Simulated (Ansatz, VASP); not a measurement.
**MgO2: VASP beside Ansatz**

File INCAR:

```
SYSTEM = MgO2
ALGO     = Normal         ! electronic algorithm
EDIFF    = 1E-6           ! SCF threshold, eV
ENCUT    = 520            ! plane-wave cutoff, eV
GGA      = PS             ! functional
ISIF     = 2              ! what is computed and relaxed
ISMEAR   = 0              ! smearing method
LASPH    = .True.         ! aspherical terms in the spheres
LCHARG   = .True.         ! write CHGCAR
LELF     = .True.         ! ELF
LREAL    = .False.        ! projectors in reciprocal space
LVHAR    = .True.       
LWAVE    = .False.        ! write WAVECAR
NBANDS   = 14             ! bands
NELM     = 60             ! most SCF steps
PREC     = Accurate       ! precision mode
SIGMA    = 0.05           ! smearing width, eV
```

Contents of KPOINTS:

```
k-points
0
Gamma
  12 12 12
  0 0 0
```

POSCAR

```
MgO2
1.0
    1.5566181855      0.8987139284      3.5463885580
   -1.5566181855      0.8987139284      3.5463885580
    0.0000000000     -1.7974278569      3.5463885580
Mg O
1 2
Direct
    0.0000000000      0.0000000000      0.0000000000
    0.4287860000      0.4287860000      0.4287860000
    0.5712140000      0.5712140000      0.5712140000
```

Input for Ansatz:

```yaml
crystal:
  lattice:
    - [1.5566181855, 0.8987139284, 3.546388558]
    - [-1.5566181855, 0.8987139284, 3.546388558]
    - [0.0, -1.7974278569, 3.546388558]
  atoms:
    - { symbol: Mg, position: [0.0, 0.0, 0.0] }
    - { symbol: O, position: [0.428786, 0.428786, 0.428786] }
    - { symbol: O, position: [0.571214, 0.571214, 0.571214] }
basis:
  ecutwfc: 420
kpoints:
  mp_grid: { grid: [12, 12, 12] }
hamiltonian:
  xc: pbesol
scf:
  occupations: { method: gaussian, width: 0.05 }
output:
  forces: true
  stress: true
  eigenvalues: true
  write_density: true
  write_potential: true
  elf: true
  volumetric_format: npy
```

Change from the starting cell: strain -0.030 along x and y, +0.015 along z, atoms carried along.

Alike in both runs: task single point; functional PBEsol; k mesh 12 × 12 × 12; occupations gaussian, width 0.05 eV; no spin polarisation.

```csv
,VASP,Ansatz
version,VASP 6.6.1,Ansatz 0.2.0
potentials or method,"VASP PAW PBE potentials, release 64 (Mg, O), cutoff 520 eV","scalar-relativistic, plane waves, PAW"
valence electrons in the cell,14,22
```

|  | VASP | Ansatz | Ansatz less VASP |
| --- | --- | --- | --- |
| gap on the k mesh at the Fermi level (eV) | 1.80 | 1.83 | +0.026 |
| least direct gap on the mesh (eV) | 1.80 | 1.83 | +0.026 |
| pressure (GPa) | -1.3 | -1.1 | +0.18 |
| traceless stress, the component that is largest in VASP (GPa) | -11.38 | -12.26 | -0.882 |
| rms of the force components (eV/Å) | 0.412 | 0.483 | +0.0716 |

VASP's potentials were made for PBE, not for PBEsol. Atom by atom the forces differ by 0.072 eV/Å (rms over components). With one functional, cell and mesh, what is left measures potentials, basis and numerics. VASP's potentials hold 14 valence electrons a cell and Ansatz's 22, so a difference there can come from the potentials and not from the codes.
